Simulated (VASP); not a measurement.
# BN (P6_3mc) in VASP: notebook, part 2 of 2

VASP 6.6.1. Earlier steps stand in the parts before.

## (3) G0W0 quasiparticle levels, PBE

This run uses another cell than the first one, of 5.90 Å³/atom.

POSCAR reads:

```
BN
1.0
    2.5439499996      0.0000000000      0.0000000000
   -1.2719749998      2.2031253256      0.0000000000
    0.0000000000      0.0000000000      4.2078153415
B N
2 2
Direct
    0.3333333333      0.6666666667      0.0002034650
    0.6666666667      0.3333333333      0.5002034650
    0.3333333333      0.6666666667      0.3747965350
    0.6666666667      0.3333333333      0.8747965350
```

INCAR.step1 reads:

```
SYSTEM = BN
PREC     = Accurate       ! precision mode
ENCUT    = 500            ! plane-wave cutoff, eV
EDIFF    = 1E-8           ! SCF threshold, eV
ISMEAR   = 0              ! smearing method
SIGMA    = 0.01           ! smearing width, eV
LREAL    = .FALSE.        ! projectors in reciprocal space
LASPH    = .TRUE.         ! aspherical terms in the spheres
NELM     = 100            ! most SCF steps
ALGO     = Normal         ! electronic algorithm
LWAVE    = .TRUE.         ! write WAVECAR
LCHARG   = .FALSE.        ! write CHGCAR
GGA      = PE             ! functional
```

INCAR.step2 reads:

```
SYSTEM = BN
PREC     = Accurate       ! precision mode
ENCUT    = 500            ! plane-wave cutoff, eV
EDIFF    = 1E-8           ! SCF threshold, eV
ISMEAR   = 0              ! smearing method
SIGMA    = 0.01           ! smearing width, eV
LREAL    = .FALSE.        ! projectors in reciprocal space
LASPH    = .TRUE.         ! aspherical terms in the spheres
NELM     = 1              ! most SCF steps
ALGO     = Exact          ! electronic algorithm
LWAVE    = .TRUE.         ! write WAVECAR
LCHARG   = .FALSE.        ! write CHGCAR
GGA      = PE             ! functional
NBANDS   = 106            ! bands
LOPTICS  = .TRUE.         ! frequency-dependent dielectric function
ISTART   = 1
```

INCAR.step3 reads:

```
SYSTEM = BN
PREC     = Accurate       ! precision mode
ENCUT    = 500            ! plane-wave cutoff, eV
EDIFF    = 1E-8           ! SCF threshold, eV
ISMEAR   = 0              ! smearing method
SIGMA    = 0.01           ! smearing width, eV
LREAL    = .FALSE.        ! projectors in reciprocal space
LASPH    = .TRUE.         ! aspherical terms in the spheres
ALGO     = EVGW0          ! electronic algorithm
LWAVE    = .FALSE.        ! write WAVECAR
LCHARG   = .FALSE.        ! write CHGCAR
GGA      = PE             ! functional
NELMGW   = 1            
NBANDS   = 106            ! bands
ENCUTGW  = 150.0          ! cutoff of the response function
NOMEGA   = 96             ! frequency points
PRECFOCK = Fast         
ISTART   = 1            
NBANDSGW = 16           
OMEGAMAX = 20
```

KPOINTS reads:

```
regular mesh
0
G
  6 6 4
  0 0 0
```

Potentials or basis: VASP PAW PBE potentials, release 64 (B_GW, N_GW).

Started as:

```console
> cat potpaw_PBE.64/B_GW/POTCAR potpaw_PBE.64/N_GW/POTCAR > POTCAR
> cp INCAR.step1 INCAR
> mpirun -np 1 vasp_std > vasp.out
> cp INCAR.step2 INCAR
> mpirun -np 1 vasp_std > vasp.out
> cp INCAR.step3 INCAR
> mpirun -np 1 vasp_std > vasp.out
```

OUTCAR:

```text
SYSTEM = BN
   PREC = Accurate
   ENCUT = 500
   EDIFF = 1E-8
   ISMEAR = 0
   LREAL = .FALSE.
   LASPH = .TRUE.
   GGA = PE
   NELMGW = 1
   ENCUTGW = 150.0
   PRECFOCK = Fast
   ISTART = 1

 ion  position               nearest neighbor table
   1  0.333  0.667  0.000-   4 1.56   4 1.56   4 1.56   3 1.58
   2  0.667  0.333  0.500-   3 1.56   3 1.56   3 1.56   4 1.58
   3  0.333  0.667  0.375-   2 1.56   2 1.56   2 1.56   1 1.58
   4  0.667  0.333  0.875-   1 1.56   1 1.56   1 1.56   2 1.58

  LATTYP: Found a hexagonal cell.
 ALAT       =     2.5439499996
 C/A-ratio  =     1.6540479735

  Lattice vectors:

 A1 = (   2.5439499996,   0.0000000000,   0.0000000000)
 A2 = (  -1.2719749998,   2.2031253256,   0.0000000000)
 A3 = (   0.0000000000,   0.0000000000,   4.2078153415)

Analysis of symmetry for initial positions (statically):
=====================================================================
 Subroutine PRICEL returns:
 Original cell was already a primitive cell.

 Routine SETGRP: Setting up the symmetry group for a
 hexagonal supercell.

 Subroutine GETGRP returns: Found 12 space group operations
 (whereof  6 operations were pure point group operations)
 out of a pool of 24 trial point group operations.

The static configuration has the point symmetry C_3v.
 The point group associated with its full space group is C_6v.

Analysis of symmetry for dynamics (positions and initial velocities):
=====================================================================
 Subroutine PRICEL returns:
 Original cell was already a primitive cell.

 Routine SETGRP: Setting up the symmetry group for a
 hexagonal supercell.

 Subroutine GETGRP returns: Found 12 space group operations
 (whereof  6 operations were pure point group operations)
 out of a pool of 24 trial point group operations.

The dynamic configuration has the point symmetry C_3v.
 The point group associated with its full space group is C_6v.

 Subroutine INISYM returns: Found 12 space group operations
 (whereof  6 operations are pure point group operations),
 and found     1 'primitive' translations

----------------------------------------------------------------------------------------

                                     Primitive cell

  volume of cell :      23.5833

  direct lattice vectors                    reciprocal lattice vectors
     2.543950000  0.000000000  0.000000000     0.393089487  0.226950321  0.000000000
    -1.271975000  2.203125326  0.000000000     0.000000000  0.453900642  0.000000000
     0.000000000  0.000000000  4.207815341     0.000000000  0.000000000  0.237653014

  length of vectors
     2.543950000  2.543950000  4.207815341     0.453900642  0.453900642  0.237653014

  position of ions in fractional coordinates (direct lattice)
     0.333333333  0.666666667  0.000203465
     0.666666667  0.333333333  0.500203465
     0.333333333  0.666666667  0.374796535
     0.666666667  0.333333333  0.874796535

  ion indices of the primitive-cell ions
   primitive index   ion index
                 1           1
                 2           2
                 3           3
                 4           4

----------------------------------------------------------------------------------------

 KPOINTS: regular mesh

Automatic generation of k-mesh.
 Grid dimensions read from file:
 generate k-points for:    6    6    4

 Generating k-lattice:

  Cartesian coordinates                     Fractional coordinates (reciprocal lattice)
     0.065514914  0.037825054  0.000000000     0.166666667 -0.000000000  0.000000000
     0.000000000  0.075650107  0.000000000     0.000000000  0.166666667  0.000000000
     0.000000000  0.000000000  0.059413254     0.000000000  0.000000000  0.250000000

  Length of vectors
     0.075650107  0.075650107  0.059413254

  Shift w.r.t. Gamma in fractional coordinates (k-lattice)
     0.000000000  0.000000000  0.000000000

 Subroutine IBZKPT returns following result:
 ===========================================

 Found     21 irreducible k-points:

 Following reciprocal coordinates:
            Coordinates               Weight
  0.000000  0.000000  0.000000      1.000000
  0.166667  0.000000  0.000000      6.000000
  0.333333 -0.000000  0.000000      6.000000
  0.500000  0.000000  0.000000      3.000000
  0.166667  0.166667  0.000000      6.000000
  0.333333  0.166667  0.000000     12.000000
[... 13 lines left out ...]
  0.333333  0.166667  0.500000     12.000000
  0.333333  0.333333  0.500000      2.000000
   k-points           NKPTS =     21   k-points in BZ     NKDIM =    144   number of bands    NBANDS=    106
   number of dos      NEDOS =    301   number of ions     NIONS =      4
   total plane-waves  NPLWV =  12800
   dimension x,y,z NGX =    20 NGY =   20 NGZ =   32
   dimension x,y,z NGXF=    40 NGYF=   40 NGZF=   64
   ions per type =               2   2
   NGX,Y,Z   is equivalent  to a cutoff of  13.07, 13.07, 12.64 a.u.
   NGXF,Y,Z  is equivalent  to a cutoff of  26.14, 26.14, 25.29 a.u.
 SYSTEM =  BN
   PREC   = accura    normal or accurate (medium, high low for compatibility)
   ISTART =      1    job   : 0-new  1-cont  2-samecut
   ICHARG =      0    charge: 1-file 2-atom 10-const
   ISPIN  =      1    spin polarized calculation?
   LNONCOLLINEAR =      F non collinear calculations
   LSORBIT =      F    spin-orbit coupling
   LASPH  =      T    aspherical Exc in radial PAW
   ENCUT  =  500.0 eV  36.75 Ry    6.06 a.u.   4.64  4.64  7.67*2*pi/ulx,y,z
   NELM   =     60;   NELMIN=  2; NELMDL=  0     # of ELM steps
   EDIFF  = 0.1E-07   stopping-criterion for ELM
   LREAL  =      F    real-space projection
   EDIFFG = 0.1E-06   stopping-criterion for IOM
   NSW    =      0    number of steps for IOM
   IBRION =     -1    ionic relax: 0-MD 1-quasi-New 2-CG
   NFREE  =      0    steps in history (QN), initial steepest desc. (CG)
   ISIF   =      0    stress and relaxation
   ISYM   =      3    0-nonsym 1-usesym 2-fastsym
   POTIM  = 0.5000    time-step for ionic-motion
   TEBEG  =    0.0;   TEEND  =   0.0 temperature during run
   PSTRESS=    0.0 pullay stress
   NELECT =      16.0000    total number of electrons
   NUPDOWN=      -1.0000    fix difference up-down
   EMIN   =  10.00;   EMAX   =-10.00  energy-range for DOS
   EFERMI =   0.00;   METHOD = LEGACY
   ISMEAR =     0;   SIGMA  =   0.01  broadening in eV -4-tet -1-fermi 0-gaus
   EFERMI_NEDOS =   21; number of points for ismear=-14 and -15
   IALGO  =     38    algorithm
   IMIX   =      4    mixing-type and parameters
     AMIX     =   0.40;   BMIX     =  1.00
     AMIX_MAG =   1.60;   BMIX_MAG =  1.00
  volume/ion in A,a.u.               =       5.90        39.79
  Fermi-wavevector in a.u.,A,eV,Ry     =   1.438512  2.718393 28.154745  2.069315
  Thomas-Fermi vector in A             =   2.557470
   LORBIT       =      0    0 simple, 1 ext, 2 COOP (PROOUT), +10 PAW based schemes
   GGA     = PE    functional components
   LHFCALC =     T    Hartree Fock is set to
   PRECFOCK=fast      Normal, Fast or Accurate (Low or Medium for compatibility)
   ENCUT4O =  -1.0   cutoff for four orbital integrals eV
   NKREDX  =     1    reduce k-point grid by
   NKREDY  =     1    reduce k-point grid by
   NKREDZ  =     1    reduce k-point grid by
   AEXX    =    1.0000 exact exchange contribution
   HFSCREEN=    0.0000 screening length (either q_TF or 0.3 A-1)
   HFSCREENC=   0.0000 screening length for correlation (either q_TF or 0.3 A-1)
   ENCUTFOCK=  -1.0 apply spherical cutoff to Coloumb kernel
   IVDW    =     0    specifies the selected vdW correction
   LEPSILON=     F    determine dielectric tensor
   LRPA    =     F    only Hartree local field effects (RPA)
   LRPAFORCE           =     F    calculate RPA forces
   ENCUTGW             = 150.0    cutoff for response function in eV
   ENCUTGWSOFT         = 120.0    soft cutoff for Coulomb kernel in GW response function in eV
   ENCUTLF             =  -1.0    cutoff for local field effects
   NELMGW              =     1    number of iterations in solving QP/BSE equation
   NELMHF              =     1    number of iterations in the inner HF iteration
   NKREDLFX            =     1    NKREDLFY  =   1   NKREDLFZ  =   1
 non-spin polarized calculation
 Gauss-broadening in eV      SIGMA  =   0.01
  energy-cutoff  :      500.00
  volume of cell :       23.58
 maximum number of plane-waves:       609
 NGX is ok and might be reduce to    20
  NGX = 12; NGY = 12; NGZ = 20
   NGX =  9   NGY =  9   NGZ = 15
 maximum number of plane-waves:       116

 QP shifts <psi_nk| G(iteration)W_0 |psi_nk>: iteration 1
 for sc-GW calculations column KS-energies equals QP-energies in previous step
 and V_xc(KS)=  KS-energies - (<T + V_ion + V_H > + <T+V_H+V_ion>^1  + <V_x>^1)

 k-point   1 :       0.0000    0.0000    0.0000
  band No.  KS-energies  QP-energies   sigma(KS)   V_xc(KS)     V^pw_x(r,r')   Z            occupation Imag(sigma)

      1     -12.7893     -14.7310     -17.9623     -15.5003     -26.5187       0.7887       2.0000       1.3408
      2      -8.6263     -10.1611     -18.8584     -16.8460     -26.7663       0.7626       2.0000       0.7822
      3      -3.3002      -4.8665     -16.5432     -14.4702     -21.6944       0.7556       2.0000       0.1229
      4       5.5106       4.5387     -18.5882     -17.4026     -21.6437       0.8198       2.0000       0.0315
      5       5.5106       4.5387     -18.5882     -17.4026     -21.6437       0.8198       2.0000       0.0315
      6       7.3721       6.6142     -19.1152     -18.1977     -21.7359       0.8261       2.0000       0.0275
[... 8 lines left out ...]
     15      19.5634      21.1453     -12.7538     -14.6805      -6.9880       0.8211       0.0000      -0.0544
     16      23.8962      25.5220     -14.3723     -16.4712      -7.3973       0.7746       0.0000      -0.1095
[... 384 lines left out ...]
      1      -7.3254      -8.7696     -19.2720     -17.3351     -26.8692       0.7456       2.0000       0.5851
      2      -7.3254      -8.7696     -19.2720     -17.3351     -26.8692       0.7456       2.0000       0.5851
      3      -1.2109      -2.8077     -17.4017     -15.3459     -22.1356       0.7767       2.0000       0.0775
      4      -1.2109      -2.8077     -17.4017     -15.3459     -22.1356       0.7767       2.0000       0.0775
      5      -0.1118      -1.5345     -16.7136     -14.9199     -20.7948       0.7932       2.0000       0.0581
      6      -0.1118      -1.5345     -16.7136     -14.9199     -20.7948       0.7932       2.0000       0.0581
[... 8 lines left out ...]
     15      24.3505      26.0880     -14.2259     -16.4811      -7.0311       0.7704       0.0000      -0.1186
     16      24.3505      26.0880     -14.2259     -16.4811      -7.0311       0.7704       0.0000      -0.1186
```

Run time: 15 min. Hardware: 1 thread of AMD EPYC, shared host; peak memory 0.37 GiB.

What came out:

```yaml
Quasiparticle_gap: 6.64 eV
Least_direct_quasiparticle_gap: 10.22 eV
Band_gap_of_the_starting_levels_on_the_mesh: 5.19 eV
Least_direct_gap_of_the_starting_levels_on_the_mesh: 8.32 eV
```

Caveat: the k points lie up to 0.48 Å⁻¹ apart; the cutoff is under 1.25 times the usual one of these potentials, so pressure, stress and relaxed cells hold a basis-set (Pulay) error; bands, screening cutoff and mesh are small and nothing is extrapolated, so the quasiparticle values aren't converged; the structure was generated, so it needn't be the stable form of BN.
